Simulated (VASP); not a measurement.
Wanted: the native input for a VASP 6.6.1 run.

| Item | Value |
| --- | --- |
| Task | single point |
| Functional | PBEsol |
| Potentials or basis | VASP PAW PBE potentials, release 64 (B, N) |
| Cutoff | 520 eV |
| k mesh | 12 × 12 × 6 |
| Occupations | gaussian, width 0.05 eV |
| Spin | no spin polarisation |
| Dipole correction | no |
| Further INCAR settings | ALGO = Normal; EDIFF = 1e-06; NBANDS = 16 |

The structure of BN lies in POSCAR:

```
BN
1.0
    2.5539396017      0.0000000000      0.0000000000
   -1.2769698009      2.2117765748      0.0000000000
    0.0000000000      0.0000000000      4.2268550000
B N
2 2
Direct
    0.6666666667      0.3333333333      0.9997240000
    0.3333333333      0.6666666667      0.4997240000
    0.7540105546      0.3972734970      0.6489342518
    0.3333333333      0.6666666667      0.1252760000
```

This cell differs from its parent crystal: atom 3 (N) moved by (+0.200, +0.100) A along [1 1 0] and z.

The input as run:

INCAR

```
ALGO     = Normal         # electronic algorithm
EDIFF    = 1E-6           # SCF threshold, eV
ENCUT    = 520            # plane-wave cutoff, eV
GGA      = PS             # functional
ISIF     = 2              # what is computed and relaxed
ISMEAR   = 0              # smearing method
LASPH    = True           # aspherical terms in the spheres
LCHARG   = False          # write CHGCAR
LREAL    = False          # projectors in reciprocal space
LWAVE    = False          # write WAVECAR
NBANDS   = 16             # bands
NELM     = 80             # most SCF steps
PREC     = Accurate       # precision mode
SIGMA    = 0.05           # smearing width, eV
```

KPOINTS

```
k-points
0
Gamma
  12 12 6
```

Potentials or basis: VASP PAW PBE potentials, release 64 (B, N).

Launch:

```console
$ cat potpaw_PBE.64/B/POTCAR potpaw_PBE.64/N/POTCAR > POTCAR
$ mpirun -np 1 vasp_std > vasp.out
```

Results of the run:

```yaml
Pressure: 1.5 GPa
Largest_force: 5.523 eV/Å
Band_gap_on_the_k_mesh: 3.55 eV, indirect (least direct gap 7.07 eV)
```

Caveat: the cell differs from its parent crystal (atom 3 (N) moved by (+0.200, +0.100) A along [1 1 0] and z); the PAW data sets were made with another functional, which shifts forces and pressure a little.

It took 76 s on 1 thread of Intel(R) Xeon(R) 6975P-C (Granite Rapids), on a shared host, peak memory 0.24 GiB.
